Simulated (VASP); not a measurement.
Input of a VASP 6.6.1 run:

The input INCAR:

```
ALGO = Normal
EDIFF = 1E-6
ENCUT = 520
GGA_COMPAT = F
ISIF = 2
ISMEAR = 0
LASPH = T
LCHARG = F
LREAL = F
LWAVE = F
NBANDS = 51
NELM = 120
PREC = Accurate
SIGMA = 0.01
```

The input KPOINTS:

```
Automatic mesh
0
Gamma
  1 2 2
  0.5 0.5 0.5
```

POSCAR

```
BaZrO3
1.0
    8.3826800000      0.0000000000      0.0000000000
    0.0000000000      4.1913400000      0.0000000000
    0.0000000000      0.0000000000      4.1913400000
Ba Zr O
2 2 6
Direct
   -0.0074447551     -0.0126000277      0.0041027452
    0.4913098198      0.0266666508      0.0032493188
    0.2542728578      0.5010929679      0.4931792696
    0.7564450748      0.4903376963      0.4918997266
    0.0116280235      0.4939293877      0.5056874412
    0.2625886948     -0.0012444707      0.5040075489
    0.2602962298      0.4946499210      0.0023352913
    0.5079216909      0.4797346433      0.5038369591
    0.7685132917     -0.0169077192      0.5074479761
    0.7664349587      0.4779595547     -0.0013463475
```

Potentials or basis: VASP PAW LDA potentials, release 64 (Ba_sv, Zr_sv, O).

The run is started by

```sh
$ cat potpaw_LDA.64/Ba_sv/POTCAR potpaw_LDA.64/Zr_sv/POTCAR potpaw_LDA.64/O/POTCAR > POTCAR
$ mpirun -np 1 vasp_std > vasp.out
```

Task: Estimate the largest force.

Result: 0.917 eV/Å.

Task: Estimate the band gap on the k mesh.

Result: 5.39 eV.

Task: What does it give for the pressure?

Result: -3.4 GPa.

Stress tensor (GPa, compression positive):
```
-3.35 -0.45 -0.11
-0.45 -3.50  0.05
-0.11  0.05 -3.46
```

Caveat: the k points lie up to 0.75 Å⁻¹ apart; spin-orbit coupling is left out, which moves the levels of the heavy elements; a shifted mesh leaves out Γ, where band edges can lie. Expect the measured gap to be larger: semilocal functionals such as LDA lack the derivative discontinuity.
